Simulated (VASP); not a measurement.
A run of VASP 6.6.1 is set up as follows.

INCAR

```
PREC = Accurate ; ENCUT = 520
EDIFF = 1E-6 ; ISMEAR = 0
SIGMA = 0.01 ; LREAL = F
LASPH = T ; NELM = 100
ALGO = Normal ; ISIF = 2
LWAVE = F ; LCHARG = F
GGA = RE ; IVDW = 13
NBANDS = 19
```

The input KPOINTS:

```
Automatic mesh
0
Gamma
  7 7 6
```

The input POSCAR:

```
MgC2
1.0
    4.0282628877      0.0000000000      0.0000000000
    0.0000000000      4.0282628877      0.0000000000
    0.0000000000      0.0000000000      5.0848998910
Mg C
2 4
Direct
    0.0000000000      0.0000000000      0.5000000000
    0.5000000000      0.5000000000      0.0000000000
    0.3876550000      0.6123450000      0.5000000000
    0.6123450000      0.3876550000      0.5000000000
    0.8876550000      0.8876550000      0.0000000000
    0.1123450000      0.1123450000      0.0000000000
```

Potentials or basis: VASP PAW PBE potentials, release 64 (Mg, C).

The run is started by

```console
$ cat potpaw_PBE.64/Mg/POTCAR potpaw_PBE.64/C/POTCAR > POTCAR
$ mpirun -np 1 vasp_std > vasp.out
```

Task: What does it give for the dispersion energy per atom?

Result: -0.349 eV.

Task: Predict the band gap on the k mesh.

Result: 2.69 eV, indirect (least direct gap 3.01 eV).

Task: What does it give for the largest force?

Result: 1.200 eV/Å.

Stress tensor (GPa, compression positive):
```
-10.17   0.00   0.00
  0.00 -10.17   0.00
  0.00   0.00  -5.29
```

Caveat: the PAW data sets were made with another functional, which shifts forces and pressure a little. A k mesh can miss the band edges.
